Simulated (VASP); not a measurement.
BAs, 2 atoms in the cell. Symmetry: I-4m2, No. 119, tetragonal system. Conventional cell: a = 3.416 Å, b = 3.416 Å, c = 4.763 Å, α = 90.00°, β = 90.00°, γ = 90.00°. Within 2.8 Å of B (site symmetry -4m2) lie 4 As at 2.08 Å. As (site symmetry -4m2) has 4 B at 2.08 Å within 2.8 Å.  This cell differs from its parent crystal: epitaxial xy strain +1.0%.

- Program: VASP 6.6.1
- Task: single point
- Functional: r2SCAN
- Potentials or basis: VASP PAW PBE potentials, release 64 (B, As)
- Cutoff: 520 eV
- k mesh: 10 × 10 × 10
- Occupations: fermi-dirac, width 0.02 eV
- Spin: non-collinear spin, zero start, spin-orbit coupling
- Starting moments: [[0.0, 0.0, 0.0], [0.0, 0.0, 0.0]] μB
- Dipole correction: no
- Further INCAR settings: ALGO = Normal; EDIFF = 1e-06; NBANDS = 20

Potentials or basis: VASP PAW PBE potentials, release 64 (B, As).

Launch:

```sh
$ cat potpaw_PBE.64/B/POTCAR potpaw_PBE.64/As/POTCAR > POTCAR
$ cp INCAR.step1 INCAR
$ mpirun -np 1 vasp_ncl > vasp.out
$ cp INCAR.step2 INCAR
$ mpirun -np 1 vasp_ncl > vasp.out
```

Hardware: 1 thread of AMD EPYC 9R45 96-Core Processor (Zen 5) (shared host).

Task: Estimate the wall time of this run.

Result: Run time: 11 min on 1 thread of AMD EPYC 9R45 96-Core Processor (Zen 5), with other jobs on the host, peak memory 0.34 GiB. Counts: k points 158.
